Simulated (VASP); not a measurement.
Runs of VASP 6.6.1 on TiO2. The structure is that of space group Fm-3m (No. 225), or close to it. The cells are those of the table. 

| level | cell | smearing | gap on the mesh (eV) | pressure (GPa) | largest force (eV/Å) |
| --- | --- | --- | --- | --- | --- |
| PBE | a = 3.383 Å, angles 60.3°, 3 atoms | fermi-dirac 0.02 eV | 1.13 | 6.4 | 0.01 |
| r2SCAN | a = 3.483, b = 3.483, c = 3.390 Å, angles 60.9, 60.9, 58.2°, 3 atoms | gaussian 0.01 eV | 1.13 | -11.5 | - |
| r2SCAN | a = 3.390, b = 3.390, c = 3.332 Å, angles 60.6, 60.6, 61.1°, 3 atoms | gaussian 0.01 eV | 1.55 | 1.7 | 0.01 |
| PBE | a = 3.483, b = 3.483, c = 3.390 Å, angles 60.9, 60.9, 58.2°, 3 atoms | fermi-dirac 0.02 eV | 0.73 | -6.0 | - |
| PBE | a = 3.390, b = 3.390, c = 3.332 Å, angles 60.6, 60.6, 61.1°, 3 atoms | fermi-dirac 0.02 eV | 1.13 | (b) | (a) |
| r2SCAN | a = 3.383 Å, angles 60.3°, 3 atoms | gaussian 0.01 eV | 1.54 | 1.2 | - |

Alike in all rows: task single point; potentials or basis VASP PAW PBE potentials, release 64 (Ti_sv, O); no spin polarisation; k mesh 10 × 10 × 10; cutoff (eV) 520.

Estimate the missing entries.

(a) 0.03; (b) 6.9.

Caveats: the PAW data sets were made with another functional, which shifts forces and pressure a little (some runs).

A k mesh can miss the band edges.
